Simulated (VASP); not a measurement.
Set up this calculation in VASP 6.6.1, as the native input.

```
Task                   : single point
Functional             : r2SCAN
Potentials or basis    : VASP PAW PBE potentials, release 64 (Ta_pv, N)
Cutoff                 : 520 eV
k mesh                 : 12 × 12 × 18
Occupations            : gaussian, width 0.15 eV
Spin                   : no spin polarisation
Dipole correction      : no
Further INCAR settings : ALGO = Normal; EDIFF = 1e-06; NBANDS = 33
```

TaN:

```
CELL_PARAMETERS angstrom
5.11575 0.00000 0.00000
-2.55788 4.43037 0.00000
0.00000 0.00000 3.00658
ATOMIC_POSITIONS crystal
Ta 0.33333 0.66667 0.50000
Ta 0.66667 0.33333 0.50000
Ta 0.00000 0.00000 0.00000
N 0.39241 0.00000 0.00000
N 0.60759 0.60759 0.00000
N 0.00000 0.39241 0.00000
```

This cell differs from its parent crystal: ratio of the length along z to the lengths across it x 1.05, volume and fractional coordinates fixed.

One way to write it, as run:

POSCAR

```
TaN
1.0
    5.1157501595      0.0000000000      0.0000000000
   -2.5578750797      4.4303695975      0.0000000000
    0.0000000000      0.0000000000      3.0065802745
Ta N
3 3
Direct
    0.3333333333      0.6666666667      0.5000000000
    0.6666666667      0.3333333333      0.5000000000
    0.0000000000      0.0000000000      0.0000000000
    0.3924063645      0.0000000000      0.0000000000
    0.6075936355      0.6075936355      0.0000000000
    0.0000000000      0.3924063645      0.0000000000
```

INCAR.step1

```
PREC     = Accurate       # precision mode
ENCUT    = 520            # plane-wave cutoff, eV
ISMEAR   = 0              # smearing method
SIGMA    = 0.15           # smearing width, eV
LREAL    = False          # projectors in reciprocal space
LASPH    = True           # aspherical terms in the spheres
NELM     = 80             # most SCF steps
NBANDS   = 33             # bands
GGA      = PE             # functional
ALGO     = Normal         # electronic algorithm
EDIFF    = 1E-4           # SCF threshold, eV
LWAVE    = True           # write WAVECAR
LCHARG   = False          # write CHGCAR
```

INCAR.step2

```
PREC     = Accurate       # precision mode
ENCUT    = 520            # plane-wave cutoff, eV
EDIFF    = 1E-6           # SCF threshold, eV
ISMEAR   = 0              # smearing method
SIGMA    = 0.15           # smearing width, eV
LREAL    = False          # projectors in reciprocal space
LASPH    = True           # aspherical terms in the spheres
NELM     = 80             # most SCF steps
ALGO     = Normal         # electronic algorithm
ISIF     = 2              # what is computed and relaxed
LWAVE    = False          # write WAVECAR
LCHARG   = False          # write CHGCAR
METAGGA  = R2SCAN         # meta-GGA
LMIXTAU  = True         
NBANDS   = 33             # bands
ISTART   = 1
```

KPOINTS

```
Automatic mesh
0
Gamma
  12 12 18
```

Potentials or basis: VASP PAW PBE potentials, release 64 (Ta_pv, N).

Command:

```console
$ cat potpaw_PBE.64/Ta_pv/POTCAR potpaw_PBE.64/N/POTCAR > POTCAR
$ cp INCAR.step1 INCAR
$ mpirun -np 1 vasp_std > vasp.out
$ cp INCAR.step2 INCAR
$ mpirun -np 1 vasp_std > vasp.out
```

It gave:

```json
{"Pressure": "1.6 GPa", "Largest force": "0.258 eV/Å", "Band gap on the k mesh": "zero (band 24 reaches 9.57 eV, above the bottom of band 25 at 7.21 eV)"}
```

Caveat: the PAW data sets were made with another functional, which shifts forces and pressure a little; spin-orbit coupling is left out, which moves the levels of the heavy elements.

Run time: 27 min on 1 thread of Intel(R) Xeon(R) Platinum 8259CL CPU @ 2.50GHz (Skylake/Cascade Lake), on a shared host, peak memory 0.44 GiB.
